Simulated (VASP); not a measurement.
# Si (Fm-3m) in VASP: further runs

Runs on Si. Level: revPBE. Tasks: single point.

Everything below comes from runs of VASP 6.6.1. Logs are shortened: lines on timing, memory, paths and dates and some standing lists are left out, and cuts for length are marked.

### 1 The cell of the first run

It takes space group Fm-3m (No. 225, cubic). The conventional cell has a = 3.877 Å, b = 3.877 Å, c = 3.877 Å, α = 90.00°, β = 90.00°, γ = 90.00°. Within 3.6 Å of Si (site symmetry m-3m) lie 12 Si at 2.74 Å.

### 2 Single point, revPBE

INCAR

```
SYSTEM = Si
PREC = Accurate
ENCUT = 500
EDIFF = 1E-6
ISMEAR = -1
SIGMA = 0.1
LREAL = .False.
LASPH = .True.
NELM = 120
ALGO = Normal
ISIF = 2
LWAVE = .False.
LCHARG = .False.
GGA = RE
NBANDS = 8
GGA_COMPAT = .False.
```

KPOINTS

```
regular mesh
0
Gamma
  14 14 14
  0 0 0
```

POSCAR

```
Si
1.0
    0.0000000000      1.9386306146      1.9386306146
    1.9386306146      0.0000000000      1.9386306146
    1.9386306146      1.9386306146      0.0000000000
Si
1
Direct
    0.0000000000      0.0000000000      0.0000000000
```

Potentials or basis: VASP PAW PBE potentials, release 64 (Si).

Run with:

```bash
> cat potpaw_PBE.64/Si/POTCAR > POTCAR
> mpirun -np 1 vasp_std > vasp.out
```

OUTCAR:

```text
SYSTEM = Si
   PREC = Accurate
   ENCUT = 500
   EDIFF = 1E-6
   ISMEAR = -1
   LREAL = .False.
   LASPH = .True.
   NELM = 120
   ISIF = 2
   GGA = RE

 ion  position               nearest neighbor table
   1  0.000  0.000  0.000-

  LATTYP: Found a face centered cubic cell.
 ALAT       =     3.8772612292

  Lattice vectors:

 A1 = (   0.0000000000,   1.9386306146,   1.9386306146)
 A2 = (   1.9386306146,   0.0000000000,   1.9386306146)
 A3 = (   1.9386306146,   1.9386306146,   0.0000000000)

Analysis of symmetry for initial positions (statically):
=====================================================================
 Subroutine PRICEL returns:
 Original cell was already a primitive cell.

 Routine SETGRP: Setting up the symmetry group for a
 face centered cubic supercell.

 Subroutine GETGRP returns: Found 48 space group operations
 (whereof 48 operations were pure point group operations)
 out of a pool of 48 trial point group operations.

The static configuration has the point symmetry O_h .

Analysis of symmetry for dynamics (positions and initial velocities):
=====================================================================
 Subroutine PRICEL returns:
 Original cell was already a primitive cell.

 Routine SETGRP: Setting up the symmetry group for a
 face centered cubic supercell.

 Subroutine GETGRP returns: Found 48 space group operations
 (whereof 48 operations were pure point group operations)
 out of a pool of 48 trial point group operations.

The dynamic configuration has the point symmetry O_h .

 Subroutine INISYM returns: Found 48 space group operations
 (whereof 48 operations are pure point group operations),
 and found     1 'primitive' translations

----------------------------------------------------------------------------------------

                                     Primitive cell

  volume of cell :      14.5719

  direct lattice vectors                    reciprocal lattice vectors
     0.000000000  1.938630615  1.938630615    -0.257914012  0.257914012  0.257914012
     1.938630615  0.000000000  1.938630615     0.257914012 -0.257914012  0.257914012
     1.938630615  1.938630615  0.000000000     0.257914012  0.257914012 -0.257914012

  length of vectors
     2.741637708  2.741637708  2.741637708     0.446720173  0.446720173  0.446720173

  position of ions in fractional coordinates (direct lattice)
     0.000000000  0.000000000  0.000000000

  ion indices of the primitive-cell ions
   primitive index   ion index
                 1           1

----------------------------------------------------------------------------------------

 KPOINTS: regular mesh

Automatic generation of k-mesh.
 Grid dimensions read from file:
 generate k-points for:   14   14   14

 Generating k-lattice:

  Cartesian coordinates                     Fractional coordinates (reciprocal lattice)
    -0.018422429  0.018422429  0.018422429     0.071428571  0.000000000  0.000000000
     0.018422429 -0.018422429  0.018422429     0.000000000  0.071428571  0.000000000
     0.018422429  0.018422429 -0.018422429     0.000000000  0.000000000  0.071428571

  Length of vectors
     0.031908584  0.031908584  0.031908584

  Shift w.r.t. Gamma in fractional coordinates (k-lattice)
     0.000000000  0.000000000  0.000000000

 Subroutine IBZKPT returns following result:
 ===========================================

 Found    104 irreducible k-points:

 Following reciprocal coordinates:
            Coordinates               Weight
  0.000000  0.000000  0.000000      1.000000
  0.071429  0.000000  0.000000      8.000000
  0.142857  0.000000  0.000000      8.000000
  0.214286  0.000000  0.000000      8.000000
  0.285714  0.000000  0.000000      8.000000
  0.357143  0.000000  0.000000      8.000000
[... 16 lines left out ...]
  0.214286  0.142857  0.000000     24.000000
  0.285714  0.142857  0.000000     24.000000
 [... further k-points ...]
   k-points           NKPTS =    104   k-points in BZ     NKDIM =    104   number of bands    NBANDS=      8
   number of dos      NEDOS =    301   number of ions     NIONS =      1
   total plane-waves  NPLWV =   8000
   dimension x,y,z NGX =    20 NGY =   20 NGZ =   20
   dimension x,y,z NGXF=    40 NGYF=   40 NGZF=   40
   ions per type =               1
   NGX,Y,Z   is equivalent  to a cutoff of  12.13, 12.13, 12.13 a.u.
   NGXF,Y,Z  is equivalent  to a cutoff of  24.25, 24.25, 24.25 a.u.
 SYSTEM =  Si
   PREC   = accura    normal or accurate (medium, high low for compatibility)
   ISTART =      0    job   : 0-new  1-cont  2-samecut
   ICHARG =      2    charge: 1-file 2-atom 10-const
   ISPIN  =      1    spin polarized calculation?
   LNONCOLLINEAR =      F non collinear calculations
   LSORBIT =      F    spin-orbit coupling
   LASPH  =      T    aspherical Exc in radial PAW
   ENCUT  =  500.0 eV  36.75 Ry    6.06 a.u.   5.00  5.00  5.00*2*pi/ulx,y,z
   NELM   =    120;   NELMIN=  2; NELMDL= -5     # of ELM steps
   EDIFF  = 0.1E-05   stopping-criterion for ELM
   LREAL  =      F    real-space projection
   EDIFFG = 0.1E-04   stopping-criterion for IOM
   NSW    =      0    number of steps for IOM
   IBRION =     -1    ionic relax: 0-MD 1-quasi-New 2-CG
   NFREE  =      0    steps in history (QN), initial steepest desc. (CG)
   ISIF   =      2    stress and relaxation
   ISYM   =      2    0-nonsym 1-usesym 2-fastsym
   POTIM  = 0.5000    time-step for ionic-motion
   TEBEG  =    0.0;   TEEND  =   0.0 temperature during run
   PSTRESS=    0.0 pullay stress
   NELECT =       4.0000    total number of electrons
   NUPDOWN=      -1.0000    fix difference up-down
   EMIN   =  10.00;   EMAX   =-10.00  energy-range for DOS
   EFERMI =   0.00;   METHOD = LEGACY
   ISMEAR =    -1;   SIGMA  =   0.10  broadening in eV -4-tet -1-fermi 0-gaus
   EFERMI_NEDOS =   21; number of points for ismear=-14 and -15
   IALGO  =     38    algorithm
   IMIX   =      4    mixing-type and parameters
     AMIX     =   0.40;   BMIX     =  1.00
     AMIX_MAG =   1.60;   BMIX_MAG =  1.00
  volume/ion in A,a.u.               =      14.57        98.34
  Fermi-wavevector in a.u.,A,eV,Ry     =   1.063955  2.010583 15.401787  1.131999
  Thomas-Fermi vector in A             =   2.199457
   LORBIT       =      0    0 simple, 1 ext, 2 COOP (PROOUT), +10 PAW based schemes
   GGA     = RE    functional components
   LHFCALC =     F    Hartree Fock is set to
   AEXX    =    0.0000 exact exchange contribution
   IVDW    =     0    specifies the selected vdW correction
   LEPSILON=     F    determine dielectric tensor
   LRPA    =     F    only Hartree local field effects (RPA)
 non-spin polarized calculation
  energy-cutoff  :      500.00
  volume of cell :       14.57
 maximum number of plane-waves:       380
   NGX =  9   NGY =  9   NGZ =  9

 number of electron       4.0000000 magnetization

 Free energy of the ion-electron system (eV)
  ---------------------------------------------------
  ext. energy  EPLUGINS =         0.00000000
  ---------------------------------------------------
  free energy    TOTEN  =        -4.66098169 eV

  energy without entropy =       -4.64629797  energy(sigma->0) =       -4.65363983

 E-fermi :  10.1564     XC(G=0): -11.1593

 val. band max:       10.1488677369   @ k =   0.4286   0.2857   0.0000
 cond. band min:      10.1664831284   @ k =   0.5000   0.3571   0.1429
 fundamental gap:      0.0176153915
 Fermi energy:        10.1563648773

 k-point     1 :       0.0000    0.0000    0.0000
  band No.  band energies     occupation
      1      -4.2545      2.00000
      2      21.2608      0.00000
      3      21.2608      0.00000
      4      21.2608      0.00000
      5      21.9886      0.00000
      6      21.9886      0.00000
      7      21.9886      0.00000
      8      27.3095      0.00000

 k-point     2 :       0.0714    0.0000    0.0000
  band No.  band energies     occupation
      1      -4.1066      2.00000
      2      18.9049      0.00000
      3      20.5197      0.00000
      4      20.5197      0.00000
      5      22.9097      0.00000
      6      22.9097      0.00000
      7      23.0987      0.00000
      8      28.0999      0.00000

 k-point     3 :       0.1429    0.0000    0.0000
  band No.  band energies     occupation
      1      -3.6633      2.00000
      2      15.8783      0.00000
      3      19.7250      0.00000
      4      19.7250      0.00000
      5      23.3372      0.00000
      6      24.0358      0.00000
      7      24.0358      0.00000
      8      27.0457      0.00000

 k-point     4 :       0.2143    0.0000    0.0000
  band No.  band energies     occupation
      1      -2.9268      2.00000
      2      12.8814      0.00000
      3      19.1483      0.00000
      4      19.1483      0.00000
      5      23.2408      0.00000
      6      23.9934      0.00000
      7      23.9934      0.00000
      8      27.3569      0.00000

 k-point     5 :       0.2857    0.0000    0.0000
  band No.  band energies     occupation
      1      -1.9006      2.00000
      2      10.0454      1.50396
      3      18.7973      0.00000
      4      18.7973      0.00000
      5      22.9500      0.00000
      6      22.9500      0.00000
      7      23.1515      0.00000
      8      28.1924      0.00000

 k-point     6 :       0.3571    0.0000    0.0000
  band No.  band energies     occupation
      1      -0.5904      2.00000
      2       7.4236      2.00000
      3      18.6518      0.00000
      4      18.6518      0.00000
      5      21.9271      0.00000
      6      21.9271      0.00000
      7      23.1718      0.00000
      8      27.0217      0.00000

 k-point     7 :       0.4286    0.0000    0.0000
  band No.  band energies     occupation
      1       0.9915      2.00000
      2       5.0486      2.00000
      3      18.6535      0.00000
      4      18.6535      0.00000
      5      21.1942      0.00000
      6      21.1942      0.00000
      7      23.2866      0.00000
      8      26.1797      0.00000

 k-point     8 :       0.5000    0.0000    0.0000
  band No.  band energies     occupation
      1       2.5581      2.00000
      2       3.2167      2.00000
      3      18.6832      0.00000
      4      18.6832      0.00000
      5      20.9174      0.00000
      6      20.9174      0.00000
      7      23.3640      0.00000
      8      25.8547      0.00000

 k-point     9 :       0.0714    0.0714    0.0000
  band No.  band energies     occupation
      1      -4.0573      2.00000
      2      19.4450      0.00000
      3      19.4450      0.00000
      4      20.8017      0.00000
      5      20.9688      0.00000
      6      24.0506      0.00000
      7      24.0506      0.00000
      8      26.8526      0.00000

 k-point    10 :       0.1429    0.0714    0.0000
  band No.  band energies     occupation
      1      -3.7124      2.00000
      2      16.9647      0.00000
      3      18.5655      0.00000
      4      20.1605      0.00000
      5      21.6063      0.00000
      6      24.7667      0.00000
      7      25.2627      0.00000
      8      25.2970      0.00000
[... 78 lines left out ...]
 k-point    18 :      -0.2857    0.0714    0.0000
  band No.  band energies     occupation
      1      -1.3652      2.00000
      2       9.2650      1.99973
      3      16.5803      0.00000
      4      19.5942      0.00000
      5      21.9958      0.00000
      6      22.8946      0.00000
      7      23.9570      0.00000
      8      28.3253      0.00000

 k-point    19 :      -0.2143    0.0714    0.0000
  band No.  band energies     occupation
      1      -2.4861      2.00000
      2      12.0264      0.00000
      3      16.8101      0.00000
      4      20.2060      0.00000
      5      22.7896      0.00000
      6      23.9471      0.00000
      7      24.1353      0.00000
      8      26.3941      0.00000

 k-point    20 :      -0.1429    0.0714    0.0000
  band No.  band energies     occupation
      1      -3.3192      2.00000
      2      14.9602      0.00000
      3      17.2918      0.00000
      4      20.8420      0.00000
      5      23.1495      0.00000
      6      23.9149      0.00000
      7      25.0382      0.00000
      8      25.5577      0.00000

 k-point    21 :      -0.0714    0.0714    0.0000
  band No.  band energies     occupation
      1      -3.8602      2.00000
      2      17.8357      0.00000
      3      18.1308      0.00000
      4      21.3463      0.00000
      5      22.3698      0.00000
      6      23.5561      0.00000
      7      24.4899      0.00000
      8      26.6238      0.00000

 k-point    22 :       0.1429    0.1429    0.0000
  band No.  band energies     occupation
      1      -3.4664      2.00000
      2      17.6035      0.00000
      3      17.6035      0.00000
      4      19.2044      0.00000
      5      19.5895      0.00000
      6      23.3445      0.00000
      7      26.5906      0.00000
      8      26.5906      0.00000

 k-point    23 :       0.2143    0.1429    0.0000
  band No.  band energies     occupation
      1      -2.9264      2.00000
      2      15.2413      0.00000
      3      16.8802      0.00000
      4      18.6443      0.00000
      5      19.7819      0.00000
      6      22.1065      0.00000
      7      27.3294      0.00000
      8      27.4985      0.00000

 k-point    24 :       0.2857    0.1429    0.0000
  band No.  band energies     occupation
      1      -2.0948      2.00000
      2      12.3652      0.00000
      3      16.4067      0.00000
      4      17.8133      0.00000
      5      19.4783      0.00000
      6      22.8776      0.00000
      7      26.9748      0.00000
      8      27.4929      0.00000

 [... further k-points ...]
[... 5 lines left out ...]
  --------------------------------------------------------------------------------------
  -------------------------------------------------------------------------------------
  Total       -0.0306867     -0.0306867     -0.0306867     -0.0000000     -0.0000000     -0.0000000
  in kB       -3.3740072     -3.3740072     -3.3740072     -0.0000000     -0.0000000     -0.0000000
  external PRESSURE =      -3.3740072 kB  Pullay stress =       0.0000000 kB

 VOLUME and BASIS-vectors are now :
 -----------------------------------------------------------------------------
  energy-cutoff  :      500.00
  volume of cell :       14.57
      direct lattice vectors                 reciprocal lattice vectors
     0.000000000  1.938630615  1.938630615    -0.257914012  0.257914012  0.257914012
     1.938630615  0.000000000  1.938630615     0.257914012 -0.257914012  0.257914012
     1.938630615  1.938630615  0.000000000     0.257914012  0.257914012 -0.257914012

 POSITION                                       TOTAL-FORCE (eV/Angst)
 -----------------------------------------------------------------------------------
      0.00000      0.00000      0.00000        -0.000000      0.000000      0.000000
 -----------------------------------------------------------------------------------
    total drift:                                0.000000      0.000000     -0.000000

  FREE ENERGIE OF THE ION-ELECTRON SYSTEM (eV)
  ---------------------------------------------------
  free  energy   TOTEN  =        -4.6609816935 eV

  energy  without entropy=       -4.6462979739  energy(sigma->0) =       -4.65363983
```

Run time: 14 s. Hardware: 1 thread of Intel Xeon 8259CL, shared host; peak memory 0.12 GiB.

Results:

- Free energy: -4.6610 eV
- Pressure: -0.3 GPa
- Band gap on the k mesh: zero (band 2 reaches 21.26 eV, above the bottom of band 3 at 7.28 eV)

Levels at points of the mesh, in eV from the Fermi level:
```tsv
k point	band 1	band 2	band 3	band 4	band 5	band 6
(0.00, 0.00, 0.00)	-14.41	11.10	11.10	11.10	11.83	11.83
(0.50, 0.00, 0.00)	-7.60	-6.94	8.53	8.53	10.76	10.76
(0.50, 0.50, 0.00)	-5.35	-4.51	3.17	3.17	4.35	6.76
```

Caveat: the PAW data sets were made with another functional, which shifts forces and pressure a little.

### 3 Single point, revPBE (volume scaled by 0.88)

INCAR is that of step 2.

KPOINTS

```
regular mesh
0
Gamma
  16 16 16
  0 0 0
```

POSCAR

```
Si
1.0
    0.0000000000      1.8577586444      1.8577586444
    1.8577586444      0.0000000000      1.8577586444
    1.8577586444      1.8577586444      0.0000000000
Si
1
Direct
    0.0000000000      0.0000000000      0.0000000000
```

Potentials or basis: VASP PAW PBE potentials, release 64 (Si).

Run with:

```bash
> cat potpaw_PBE.64/Si/POTCAR > POTCAR
> mpirun -np 1 vasp_std > vasp.out
```

It took 18 s on 1 thread of Intel Xeon 8259CL, shared host; peak memory 0.12 GiB.

Results (log left out):

```yaml
Free_energy: -4.5954 eV
Pressure: 13.7 GPa
Band_gap_on_the_k_mesh: zero (band 2 reaches 24.26 eV, above the bottom of band 3 at 8.60 eV)
```

Levels at points of the mesh, in eV from the Fermi level:
```tsv
k point	band 1	band 2	band 3	band 4	band 5
(0.00, 0.00, 0.00)	-15.67	12.31	12.31	12.31	12.72
(0.50, 0.00, 0.00)	-8.01	-7.82	9.74	9.74	11.12
(0.50, 0.50, 0.00)	-6.02	-4.63	3.55	3.55	4.08
```

Caveat: the PAW data sets were made with another functional, which shifts forces and pressure a little.

[end of part 1 of 2]
